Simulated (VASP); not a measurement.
Wanted: the native input for a VASP 6.6.1 run.

* Task: single point
* Functional: r2SCAN
* Dispersion: D4
* Potentials or basis: VASP PAW PBE potentials, release 64 (Mo_sv, S)
* Cutoff: 520 eV
* k mesh: 10 × 10 × 3
* Occupations: fermi-dirac, width 0.05 eV
* Spin: no spin polarisation
* Dipole correction: no
* Further INCAR settings: ALGO = Normal; EDIFF = 1e-06; NBANDS = 35

MoS2:

```
CELL_PARAMETERS angstrom
3.16900 0.00000 0.00000
-1.58450 2.74443 0.00000
0.00000 0.00000 12.32400
ATOMIC_POSITIONS crystal
Mo 0.66667 0.33333 0.75000
Mo 0.33333 0.66667 0.25000
S 0.66667 0.33333 0.37700
S 0.33333 0.66667 0.87700
S 0.66667 0.33333 0.12300
S 0.33333 0.66667 0.62300
```

These files were run (other wordings do the same):

POSCAR

```
MoS2
1.0
    3.1690000000      0.0000000000      0.0000000000
   -1.5845000000      2.7444345046      0.0000000000
    0.0000000000      0.0000000000     12.3240000000
Mo S
2 4
Direct
    0.6666666667      0.3333333333      0.7500000000
    0.3333333333      0.6666666667      0.2500000000
    0.6666666667      0.3333333333      0.3770000000
    0.3333333333      0.6666666667      0.8770000000
    0.6666666667      0.3333333333      0.1230000000
    0.3333333333      0.6666666667      0.6230000000
```

INCAR.step1

```
  PREC = Accurate
  ENCUT = 520
  ISMEAR = -1
  SIGMA = 0.05
  LREAL = False
  LASPH = True
  NELM = 80
  NBANDS = 35
  GGA = PE
  ALGO = Normal
  EDIFF = 1E-4
  LWAVE = True
  LCHARG = False
```

INCAR.step2

```
  PREC = Accurate
  ENCUT = 520
  EDIFF = 1E-6
  ISMEAR = -1
  SIGMA = 0.05
  LREAL = False
  LASPH = True
  NELM = 80
  ALGO = Normal
  ISIF = 2
  LWAVE = False
  LCHARG = True
  METAGGA = R2SCAN
  LMIXTAU = True
  IVDW = 13
  VDW_S6 = 1.0
  VDW_S8 = 0.6018749
  VDW_A1 = 0.51559235
  VDW_A2 = 5.77342911
  LELF = True
  LVHAR = True
  NBANDS = 35
  ISTART = 1
```

KPOINTS

```
regular mesh
0
Gamma
  10 10 3
```

Potentials or basis: VASP PAW PBE potentials, release 64 (Mo_sv, S).

Command:

```console
$ cat potpaw_PBE.64/Mo_sv/POTCAR potpaw_PBE.64/S/POTCAR > POTCAR
$ cp INCAR.step1 INCAR
$ mpirun -np 1 vasp_std > vasp.out
$ cp INCAR.step2 INCAR
$ mpirun -np 1 vasp_std > vasp.out
```

It gave:

- Pressure: -0.5 GPa
- Largest force: 0.239 eV/Å
- Band gap on the k mesh: 1.04 eV (least direct gap 1.99 eV)
- Dispersion energy per atom: -0.155 eV

Caveat: the PAW data sets were made with another functional, which shifts forces and pressure a little; an odd mesh through Γ misses points on the zone boundary, where band edges can lie.

Wall time 2.4 min on 1 thread of Intel(R) Xeon(R) 6975P-C (Granite Rapids), on a shared host, peak memory 0.28 GiB.
